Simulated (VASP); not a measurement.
Runs of VASP 6.6.1 on S. The structure is that of space group Pm-3m (No. 221), or close to it. The cells are those of the table. 

```tsv
task	cell	k mesh	smearing	k mesh for the DOS	occupations for the DOS	gap on the mesh (eV)	pressure (GPa)
single point	a = 1.936 Å, 1 atom	16 × 16 × 16	fermi-dirac 0.08 eV	-	-	none	256.4
single point	a = 2.131 Å, 1 atom	16 × 16 × 16	fermi-dirac 0.08 eV	-	-	none	102.2
single point	a = 2.527 Å, 1 atom	16 × 16 × 16	fermi-dirac 0.08 eV	-	-	none	0.0
single point	a = 2.222 Å, 1 atom	16 × 16 × 16	fermi-dirac 0.08 eV	-	-	none	67.4
single point	a = 1.936 Å, 1 atom	16 × 16 × 16, shifted	methfessel-paxton 0.005 eV	-	-	none	255.4
single point	a = 2.384 Å, 1 atom	16 × 16 × 16	fermi-dirac 0.08 eV	-	-	none	(a)
single point	a = 2.306 Å, 1 atom	16 × 16 × 16	fermi-dirac 0.08 eV	-	-	none	(b)
```

Alike in all rows: level LDA; potentials or basis VASP PAW LDA potentials, release 64 (S); no spin polarisation; cutoff (eV) 520.

Estimate the missing entries.

(a) 24.7; (b) 44.7.

A gap of «none» marks levels without a gap at the run's occupations.
